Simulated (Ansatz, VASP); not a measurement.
**Two plane-wave programs on Fe**

INCAR

```
SYSTEM = Fe
PREC = Accurate
ENCUT = 520
EDIFF = 1E-7
ISMEAR = 0
SIGMA = 0.05
LREAL = .FALSE.
LASPH = .TRUE.
NELM = 150
ALGO = Normal
ISIF = 2
LWAVE = .FALSE.
LCHARG = .FALSE.
ISPIN = 2
MAGMOM = 2.37
LORBIT = 11
LMAXMIX = 4
GGA = PS
NBANDS = 14
```

Contents of KPOINTS:

```
Automatic mesh
0
G
  22 22 22
  0 0 0
```

The input POSCAR:

```
Fe
1.0
   -1.4132618620      1.4132618620      1.4132618620
    1.4132618620     -1.4132618620      1.4132618620
    1.4132618620      1.4132618620     -1.4132618620
Fe
1
Direct
    0.0000000000      0.0000000000      0.0000000000
```

Input for Ansatz:

```yaml
crystal:
  lattice:
    - [-1.413261862, 1.413261862, 1.413261862]
    - [1.413261862, -1.413261862, 1.413261862]
    - [1.413261862, 1.413261862, -1.413261862]
  atoms:
    - { symbol: Fe, position: [0.0, 0.0, 0.0], spin: 2.37 }
basis:
  ecutwfc: 420
  ecutrho_ratio: 4
kpoints:
  mp_grid: { grid: [22, 22, 22] }
hamiltonian:
  xc: pbesol
scf:
  occupations: { method: gaussian, width: 0.05 }
output:
  forces: true
  stress: true
  eigenvalues: true
  populations: true
magnetization:
  spin_polarized: true
```

Alike in both runs: task single point; functional PBEsol; k mesh 22 × 22 × 22; occupations gaussian, width 0.05 eV; collinear spin.

```csv
,VASP,Ansatz
version,VASP 6.6.1,Ansatz 0.2.0
potentials or method,"VASP PAW PBE potentials, release 64 (Fe), cutoff 520 eV","scalar-relativistic, plane waves, PAW"
valence electrons in the cell,8,16
```

```tsv
	VASP	Ansatz	Ansatz less VASP
gap on the k mesh at the Fermi level (eV)	none	none	-
pressure (GPa)	-8.6	-8.7	-0.05
net moment per atom (μB)	2.17	2.16	-0.014
size of the moment on the site where the two differ most (μB)	2.16	2.19	+0.032
```

VASP's potentials were made for PBE, not for PBEsol. Site moments also hang on the region over which each program counts them. A gap of «none» marks a metal or a gap that the smearing closes. With one functional, cell and mesh, what is left measures potentials, basis and numerics. VASP's potentials hold 8 valence electrons a cell and Ansatz's 16, so a difference there can come from the potentials and not from the codes.
